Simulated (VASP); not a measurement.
A run of VASP 6.6.1:

File INCAR:

```
PREC     = Accurate       # precision mode
ENCUT    = 520            # plane-wave cutoff, eV
EDIFF    = 1E-7           # SCF threshold, eV
ISMEAR   = -1             # smearing method
SIGMA    = 0.05           # smearing width, eV
LREAL    = False          # projectors in reciprocal space
LASPH    = True           # aspherical terms in the spheres
NELM     = 60             # most SCF steps
ALGO     = Normal         # electronic algorithm
ISIF     = 2              # what is computed and relaxed
LWAVE    = False          # write WAVECAR
LCHARG   = True           # write CHGCAR
GGA      = PE             # functional
LELF     = True           # ELF
LVHAR    = True         
NBANDS   = 12             # bands
```

KPOINTS

```
Automatic mesh
0
Gamma
  12 12 11
```

File POSCAR:

```
N
1.0
    2.4854226714      0.0000000000      0.0000000000
   -1.2427113357      2.1524391725      0.0000000000
    0.0000000000      0.0000000000      2.4129438665
N
2
Direct
    0.3333333333      0.6666666667      0.7500000000
    0.6666666667      0.3333333333      0.2500000000
```

Potentials or basis: VASP PAW PBE potentials, release 64 (N).

Command:

```bash
$ cat potpaw_PBE.64/N/POTCAR > POTCAR
$ mpirun -np 1 vasp_std > vasp.out
```

Hardware: 1 thread of Intel(R) Xeon(R) Platinum 8488C (Sapphire Rapids) (shared host).

Task: How long does it take, and how much memory?

Result: Wall time 7.3 s on 1 thread of Intel(R) Xeon(R) Platinum 8488C (Sapphire Rapids) (shared host), peak memory 0.12 GiB. Counts: scf iterations 11, k points 114.
